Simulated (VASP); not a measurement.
The system is Na2IBr.

```xyz
4
Lattice="2.1962 1.2680 7.1636 -2.1962 1.2680 7.1636 0.0000 -2.5360 7.1636" Properties=species:S:1:pos:R:3 pbc="T T T"
Br    2.1962    1.2680    7.1636
I     0.0000    0.0000   10.7455
Na    0.0000    0.0000    5.5073
Na    0.0000    0.0000   15.9836
```

Base run:

| Item | Value |
| --- | --- |
| Program | VASP 6.6.1 |
| Functional | PBE |
| Potentials or basis | VASP PAW PBE potentials, release 64 (Br, I, Na_pv) |
| Cutoff | 520 eV |
| k mesh | 8 × 8 × 8 |
| Occupations | gaussian, width 0.01 eV |
| Spin | no spin polarisation |

Its results: band gap on the k mesh 3.33 eV; pressure 0.7 GPa; largest force 0.009 eV/Å.

Task: The run is repeated on the same cell with these changes: functional from PBE to r2SCAN. What comes out?

Result: Band gap on the k mesh 4.06 eV; pressure -0.1 GPa; largest force 0.013 eV/Å.

Caveats: spin-orbit coupling is left out, which moves the levels of the heavy elements; the PAW data sets were made with another functional, which shifts forces and pressure a little (at least some runs).

A k mesh can miss the band edges.
